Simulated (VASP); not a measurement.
# BP (I-4m2) in VASP: a series of runs

BP is run at these levels: r2SCAN; tasks: single point.

Program: VASP 6.6.1. These are calculated values, not measurements. Logs are shortened: lines on timing, memory, paths and dates and some standing lists are left out, and cuts for length are marked.

## 1. The cell of the first run

It takes space group I-4m2 (No. 119, tetragonal). Conventional cell: a = 3.145 Å, b = 3.145 Å, c = 4.538 Å, α = 90.00°, β = 90.00°, γ = 90.00°. Within 2.6 Å of B (site symmetry -4m2) lie 4 P at 1.94 Å. P (site symmetry -4m2) has 4 B at 1.94 Å within 2.6 Å.

## 2. Single point, r2SCAN (strain -0.0200 x Voigt [1, 1, 0, 0, 0, 0])

Input file POSCAR:

```
BP
1.0
    0.0000000000      2.2236200000      2.2690000000
    2.2236200000      0.0000000000      2.2690000000
    2.2236200000      2.2236200000      0.0000000000
B P
1 1
Direct
    0.0000000000      0.0000000000      0.0000000000
    0.7500000000      0.7500000000      0.7500000000
```

Input file INCAR.step1:

```
SYSTEM = BP
PREC = Accurate ; ENCUT = 520
ISMEAR = 0 ; SIGMA = 0.05
LREAL = .False. ; LASPH = .True.
NELM = 80 ; NBANDS = 11
GGA = PE ; ALGO = Normal
EDIFF = 1E-4 ; LWAVE = .True.
LCHARG = .False.
```

Input file INCAR.step2:

```
SYSTEM = BP
PREC = Accurate ; ENCUT = 520
EDIFF = 1E-6 ; ISMEAR = 0
SIGMA = 0.05 ; LREAL = .False.
LASPH = .True. ; NELM = 80
ALGO = Normal ; ISIF = 2
LWAVE = .False. ; LCHARG = .False.
METAGGA = R2SCAN ; LMIXTAU = .True.
NBANDS = 11 ; ISTART = 1
```

Input file KPOINTS:

```
Automatic mesh
0
Gamma
  10 10 10
  0 0 0
```

Potentials or basis: VASP PAW PBE potentials, release 64 (B, P).

Launch:

```
cat potpaw_PBE.64/B/POTCAR potpaw_PBE.64/P/POTCAR > POTCAR
cp INCAR.step1 INCAR
mpirun -np 1 vasp_std > vasp.out
cp INCAR.step2 INCAR
mpirun -np 1 vasp_std > vasp.out
```

OUTCAR:

```text
SYSTEM = BP
   PREC = Accurate
   ENCUT = 520
   EDIFF = 1E-6
   ISMEAR = 0
   LREAL = .False.
   LASPH = .True.
   NELM = 80
   ISIF = 2
   METAGGA = R2SCAN
   ISTART = 1

 ion  position               nearest neighbor table
   1  0.000  0.000  0.000-   2 1.94   2 1.94   2 1.94   2 1.94
   2  0.750  0.750  0.750-   1 1.94   1 1.94   1 1.94   1 1.94

  LATTYP: Found a body centered tetragonal cell.
 ALAT       =     3.1446735616
 C/A-ratio  =     1.4430750636

  Lattice vectors:

 A1 = (  -2.2236200000,   0.0000000000,   2.2690000000)
 A2 = (   2.2236200000,   0.0000000000,   2.2690000000)
 A3 = (   0.0000000000,   2.2236200000,  -2.2690000000)

Analysis of symmetry for initial positions (statically):
=====================================================================
 Subroutine PRICEL returns:
 Original cell was already a primitive cell.

 Routine SETGRP: Setting up the symmetry group for a
 body centered tetragonal supercell.

 Subroutine GETGRP returns: Found  8 space group operations
 (whereof  8 operations were pure point group operations)
 out of a pool of 16 trial point group operations.

The static configuration has the point symmetry D_2d.

Analysis of symmetry for dynamics (positions and initial velocities):
=====================================================================
 Subroutine PRICEL returns:
 Original cell was already a primitive cell.

 Routine SETGRP: Setting up the symmetry group for a
 body centered tetragonal supercell.

 Subroutine GETGRP returns: Found  8 space group operations
 (whereof  8 operations were pure point group operations)
 out of a pool of 16 trial point group operations.

The dynamic configuration has the point symmetry D_2d.

 Subroutine INISYM returns: Found  8 space group operations
 (whereof  8 operations are pure point group operations),
 and found     1 'primitive' translations

----------------------------------------------------------------------------------------

                                     Primitive cell

  volume of cell :      22.4381

  direct lattice vectors                    reciprocal lattice vectors
     0.000000000  2.223620000  2.269000000    -0.224858564  0.224858564  0.220361393
     2.223620000  0.000000000  2.269000000     0.224858564 -0.224858564  0.220361393
     2.223620000  2.223620000  0.000000000     0.224858564  0.224858564 -0.220361393

  length of vectors
     3.176924126  3.176924126  3.144673562     0.386887440  0.386887440  0.386887440

  position of ions in fractional coordinates (direct lattice)
     0.000000000  0.000000000  0.000000000
     0.750000000  0.750000000  0.750000000

  ion indices of the primitive-cell ions
   primitive index   ion index
                 1           1
                 2           2

----------------------------------------------------------------------------------------

 KPOINTS: Automatic mesh

Automatic generation of k-mesh.
 Grid dimensions read from file:
 generate k-points for:   10   10   10

 Generating k-lattice:

  Cartesian coordinates                     Fractional coordinates (reciprocal lattice)
    -0.022485856  0.022485856  0.022036139     0.100000000 -0.000000000  0.000000000
     0.022485856 -0.022485856  0.022036139    -0.000000000  0.100000000  0.000000000
     0.022485856  0.022485856 -0.022036139     0.000000000  0.000000000  0.100000000

  Length of vectors
     0.038688744  0.038688744  0.038688744

  Shift w.r.t. Gamma in fractional coordinates (k-lattice)
     0.000000000  0.000000000  0.000000000

 Subroutine IBZKPT returns following result:
 ===========================================

 Found    102 irreducible k-points:

 Following reciprocal coordinates:
            Coordinates               Weight
  0.000000  0.000000  0.000000      1.000000
  0.100000 -0.000000  0.000000      8.000000
  0.200000 -0.000000  0.000000      8.000000
  0.300000  0.000000  0.000000      8.000000
  0.400000 -0.000000  0.000000      8.000000
  0.500000  0.000000  0.000000      4.000000
[... 16 lines left out ...]
  0.300000  0.300000  0.000000      2.000000
  0.400000  0.300000  0.000000      8.000000
 [... further k-points ...]
   k-points           NKPTS =    102   k-points in BZ     NKDIM =    102   number of bands    NBANDS=     11
   number of dos      NEDOS =    301   number of ions     NIONS =      2
   total plane-waves  NPLWV =  13824
   dimension x,y,z NGX =    24 NGY =   24 NGZ =   24
   dimension x,y,z NGXF=    48 NGYF=   48 NGZF=   48
   ions per type =               1   1
   NGX,Y,Z   is equivalent  to a cutoff of  12.56, 12.56, 12.69 a.u.
   NGXF,Y,Z  is equivalent  to a cutoff of  25.12, 25.12, 25.38 a.u.
 SYSTEM =  BP
   PREC   = accura    normal or accurate (medium, high low for compatibility)
   ISTART =      1    job   : 0-new  1-cont  2-samecut
   ICHARG =      0    charge: 1-file 2-atom 10-const
   ISPIN  =      1    spin polarized calculation?
   LNONCOLLINEAR =      F non collinear calculations
   LSORBIT =      F    spin-orbit coupling
   LASPH  =      T    aspherical Exc in radial PAW
   ENCUT  =  520.0 eV  38.22 Ry    6.18 a.u.   5.91  5.91  5.85*2*pi/ulx,y,z
   NELM   =     80;   NELMIN=  2; NELMDL=  0     # of ELM steps
   EDIFF  = 0.1E-05   stopping-criterion for ELM
   LREAL  =      F    real-space projection
   EDIFFG = 0.1E-04   stopping-criterion for IOM
   NSW    =      0    number of steps for IOM
   IBRION =     -1    ionic relax: 0-MD 1-quasi-New 2-CG
   NFREE  =      0    steps in history (QN), initial steepest desc. (CG)
   ISIF   =      2    stress and relaxation
   ISYM   =      2    0-nonsym 1-usesym 2-fastsym
   POTIM  = 0.5000    time-step for ionic-motion
   TEBEG  =    0.0;   TEEND  =   0.0 temperature during run
   PSTRESS=    0.0 pullay stress
   NELECT =       8.0000    total number of electrons
   NUPDOWN=      -1.0000    fix difference up-down
   EMIN   =  10.00;   EMAX   =-10.00  energy-range for DOS
   EFERMI =   0.00;   METHOD = LEGACY
   ISMEAR =     0;   SIGMA  =   0.05  broadening in eV -4-tet -1-fermi 0-gaus
   EFERMI_NEDOS =   21; number of points for ismear=-14 and -15
   IALGO  =     38    algorithm
   IMIX   =      4    mixing-type and parameters
     AMIX     =   0.40;   BMIX     =  1.00
     AMIX_MAG =   1.60;   BMIX_MAG =  1.00
  volume/ion in A,a.u.               =      11.22        75.71
  Fermi-wavevector in a.u.,A,eV,Ry     =   1.160850  2.193689 18.334855  1.347574
  Thomas-Fermi vector in A             =   2.297429
   LORBIT       =      0    0 simple, 1 ext, 2 COOP (PROOUT), +10 PAW based schemes
   METAGGA = R2SCAN    functional components
   LHFCALC =     F    Hartree Fock is set to
   AEXX    =    0.0000 exact exchange contribution
   IVDW    =     0    specifies the selected vdW correction
   LEPSILON=     F    determine dielectric tensor
   LRPA    =     F    only Hartree local field effects (RPA)
 non-spin polarized calculation
 Gauss-broadening in eV      SIGMA  =   0.05
  energy-cutoff  :      520.00
  volume of cell :       22.44
 maximum number of plane-waves:       616
   NGX = 11   NGY = 11   NGZ = 11

 number of electron       8.0000001 magnetization

 Free energy of the ion-electron system (eV)
  ---------------------------------------------------
  ext. energy  EPLUGINS =         0.00000000
  ---------------------------------------------------
  free energy    TOTEN  =       -17.28826786 eV

  energy without entropy =      -17.28826786  energy(sigma->0) =      -17.28826786

 E-fermi :   8.2339     XC(G=0): -11.6853

 val. band max:        7.9512660609   @ k =   0.0000   0.0000   0.0000
 cond. band min:       9.1796127035   @ k =   0.4000   0.0000   0.4000
 fundamental gap:      1.2283466426
 Fermi energy:         8.2339233840

 k-point     1 :       0.0000    0.0000    0.0000
  band No.  band energies     occupation
      1      -8.7599      2.00000
      2       7.7312      2.00000
      3       7.9513      2.00000
      4       7.9513      2.00000
      5      11.5443      0.00000
      6      11.5443      0.00000
      7      11.6661      0.00000
      8      16.5364      0.00000
      9      20.3378      0.00000
     10      20.6029      0.00000
     11      20.9288      0.00000

 k-point     2 :       0.1000   -0.0000    0.0000
  band No.  band energies     occupation
      1      -8.5642      2.00000
      2       6.4709      2.00000
      3       7.4806      2.00000
      4       7.6367      2.00000
      5      11.9950      0.00000
      6      11.9993      0.00000
      7      12.1879      0.00000
      8      17.0349      0.00000
      9      19.6913      0.00000
     10      20.1802      0.00000
     11      21.2135      0.00000

 k-point     3 :       0.2000   -0.0000    0.0000
  band No.  band energies     occupation
      1      -7.9841      2.00000
      2       3.9506      2.00000
      3       6.8454      2.00000
      4       7.0462      2.00000
      5      12.3821      0.00000
      6      12.8154      0.00000
      7      12.8663      0.00000
      8      18.1578      0.00000
      9      19.1896      0.00000
     10      19.4656      0.00000
     11      22.0946      0.00000

 k-point     4 :       0.3000    0.0000    0.0000
  band No.  band energies     occupation
      1      -7.0497      2.00000
      2       1.3977      2.00000
      3       6.2905      2.00000
      4       6.5354      2.00000
      5      12.3426      0.00000
      6      13.1315      0.00000
      7      13.2040      0.00000
      8      18.9611      0.00000
      9      20.0049      0.00000
     10      20.0206      0.00000
     11      22.4130      0.00000
[... 239 lines left out ...]
 k-point    22 :      -0.2000    0.2000    0.0000
  band No.  band energies     occupation
      1      -6.7081      2.00000
      2       2.1745      2.00000
      3       3.2338      2.00000
      4       6.6723      2.00000
      5      12.9981      0.00000
      6      13.6660      0.00000
      7      14.7330      0.00000
      8      17.1128      0.00000
      9      17.9691      0.00000
     10      22.8592      0.00000
     11      25.4109      0.00000

 k-point    23 :       0.3000    0.3000    0.0000
  band No.  band energies     occupation
      1      -6.5166      2.00000
      2       2.5426      2.00000
      3       4.4850      2.00000
      4       4.4850      2.00000
      5       9.7629      0.00000
      6      12.1708      0.00000
      7      17.6235      0.00000
      8      17.6235      0.00000
      9      22.2470      0.00000
     10      23.3150      0.00000
     11      25.9165      0.00000

 k-point    24 :       0.4000    0.3000    0.0000
  band No.  band energies     occupation
      1      -5.6288      2.00000
      2       1.1429      2.00000
      3       3.5271      2.00000
      4       4.1750      2.00000
      5      10.0694      0.00000
      6      11.9577      0.00000
      7      18.3230      0.00000
      8      18.3265      0.00000
      9      23.2525      0.00000
     10      24.2405      0.00000
     11      26.5028      0.00000

 [... further k-points ...]
[... 5 lines left out ...]
  --------------------------------------------------------------------------------------
  -------------------------------------------------------------------------------------
  Total        1.2196008      1.2196008      0.3493153      0.0000000     -0.0000000      0.0000000
  in kB       87.0848585     87.0848585     24.9426457      0.0000000     -0.0000000      0.0000000
  external PRESSURE =      66.3707875 kB  Pullay stress =       0.0000000 kB

 VOLUME and BASIS-vectors are now :
 -----------------------------------------------------------------------------
  energy-cutoff  :      520.00
  volume of cell :       22.44
      direct lattice vectors                 reciprocal lattice vectors
     0.000000000  2.223620000  2.269000000    -0.224858564  0.224858564  0.220361393
     2.223620000  0.000000000  2.269000000     0.224858564 -0.224858564  0.220361393
     2.223620000  2.223620000  0.000000000     0.224858564  0.224858564 -0.220361393

 POSITION                                       TOTAL-FORCE (eV/Angst)
 -----------------------------------------------------------------------------------
      0.00000      0.00000      0.00000         0.000000      0.000000     -0.000000
      3.33543      3.33543      3.40350        -0.000000     -0.000000      0.000000
 -----------------------------------------------------------------------------------
    total drift:                               -0.000000     -0.000000     -0.000000

  FREE ENERGIE OF THE ION-ELECTRON SYSTEM (eV)
  ---------------------------------------------------
  free  energy   TOTEN  =       -17.2882678643 eV

  energy  without entropy=      -17.2882678643  energy(sigma->0) =      -17.28826786
```

It took 23 s on 1 thread of Intel Xeon 6975P-C (Granite Rapids), shared host; peak memory 0.15 GiB.

Results:

- Free energy: -17.2883 eV
- Pressure: 6.6 GPa
- Band gap on the k mesh: 1.23 eV, indirect (least direct gap 3.59 eV)

Caveat: the cell differs from its parent crystal (strain -0.0200 x Voigt [1, 1, 0, 0, 0, 0]); the PAW data sets were made with another functional, which shifts forces and pressure a little. A k mesh can miss the band edges.

## 3. Single point, r2SCAN (strain -0.0150 x Voigt [1, 1, 0, 0, 0, 0])

Input file POSCAR:

```
BP
1.0
    0.0000000000      2.2349650000      2.2690000000
    2.2349650000      0.0000000000      2.2690000000
    2.2349650000      2.2349650000      0.0000000000
B P
1 1
Direct
    0.0000000000      0.0000000000      0.0000000000
    0.7500000000      0.7500000000      0.7500000000
```

Input file INCAR.step1:

```
PREC = Accurate
ENCUT = 520
ISMEAR = 0
SIGMA = 0.05
LREAL = False
LASPH = True
NELM = 80
NBANDS = 11
GGA = PE
ALGO = Normal
EDIFF = 1E-4
LWAVE = True
LCHARG = False
```

Input file INCAR.step2:

```
PREC = Accurate
ENCUT = 520
EDIFF = 1E-6
ISMEAR = 0
SIGMA = 0.05
LREAL = False
LASPH = True
NELM = 80
ALGO = Normal
ISIF = 2
LWAVE = False
LCHARG = True
METAGGA = R2SCAN
LMIXTAU = True
LELF = True
LVHAR = True
NBANDS = 11
ISTART = 1
```

Input file KPOINTS:

```
regular mesh
0
Gamma
  10 10 10
```

Potentials or basis: VASP PAW PBE potentials, release 64 (B, P).

Launch:

```
cat potpaw_PBE.64/B/POTCAR potpaw_PBE.64/P/POTCAR > POTCAR
cp INCAR.step1 INCAR
mpirun -np 1 vasp_std > vasp.out
cp INCAR.step2 INCAR
mpirun -np 1 vasp_std > vasp.out
```

It took 23 s on 1 thread of Intel Xeon 6975P-C (Granite Rapids), shared host; peak memory 0.15 GiB.

The run converged. Its results:

```yaml
Free_energy: -17.2991 eV
Pressure: 4.7 GPa
Band_gap_on_the_k_mesh: 1.28 eV, indirect (least direct gap 3.60 eV)
```

Stress tensor (GPa, compression positive):
```
6.22 0.00 0.00
0.00 6.22 0.00
0.00 0.00 1.64
```

Levels at points of the mesh, in eV from the valence-band top:
| k point | band 2 | band 3 | band 4 | band 5 | band 6 | band 7 |
| --- | --- | --- | --- | --- | --- | --- |
| (0.00, 0.00, 0.00) | -0.16 | 0.00 | 0.00 | 3.60 | 3.60 | 3.70 |
| (0.50, 0.00, 0.00) | -9.78 | -2.06 | -1.85 | 4.22 | 4.97 | 5.08 |
| (0.50, 0.50, 0.00) | -9.44 | -4.40 | -4.40 | 1.54 | 1.98 | 13.32 |
| (0.50, 0.00, 0.50) | -9.30 | -4.59 | -4.55 | 1.37 | 1.75 | 13.11 |

Caveat: the cell differs from its parent crystal (strain -0.0150 x Voigt [1, 1, 0, 0, 0, 0]); the PAW data sets were made with another functional, which shifts forces and pressure a little.
